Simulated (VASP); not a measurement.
Runs of VASP 6.6.1 on As. The structure is that of space group P6/mmm (No. 191), or close to it. The cells are those of the table. This isn't the form of As at room conditions, which is rhombohedral.

```tsv
cell	k mesh	gap on the mesh (eV)	pressure (GPa)
a = 5.001, b = 5.001, c = 2.916 Å, angles 90.0, 90.0, 120.0°, 3 atoms	9 × 9 × 12	none	(b)
a = 4.938, b = 4.938, c = 2.879 Å, angles 90.0, 90.0, 120.0°, 3 atoms	9 × 9 × 12	none	-2.6
a = 4.741, b = 4.741, c = 2.764 Å, angles 90.0, 90.0, 120.0°, 3 atoms	9 × 9 × 12	none	8.0
a = 5.062, b = 5.062, c = 2.951 Å, angles 90.0, 90.0, 120.0°, 3 atoms	9 × 9 × 12	none	-6.6
a = 4.874, b = 4.874, c = 2.842 Å, angles 90.0, 90.0, 120.0°, 3 atoms	9 × 9 × 12	none	0.2
a = 4.808, b = 4.808, c = 2.803 Å, angles 90.0, 90.0, 120.0°, 3 atoms	9 × 9 × 12	none	(a)
a = 4.874, b = 4.874, c = 2.842 Å, angles 90.0, 90.0, 120.0°, 3 atoms	10 × 10 × 15	none	0.2
a = 4.671, b = 4.671, c = 2.723 Å, angles 90.0, 90.0, 120.0°, 3 atoms	9 × 9 × 12	none	13.4
```

Alike in all rows: task single point; level revPBE; potentials or basis VASP PAW PBE potentials, release 64 (As); no spin polarisation; cutoff (eV) 520; smearing fermi-dirac 0.1 eV.

Problem. Estimate the missing entries.

Solution. (a) 3.7; (b) -4.8.

Caveats: the PAW data sets were made with another functional, which shifts forces and pressure a little; the cell stands under pressure (at least some runs); the cell stands under tension (at least some runs).

A k mesh can miss the band edges, and the runs leave out spin-orbit coupling on As.

A gap of «none» marks levels without a gap at the run's occupations.
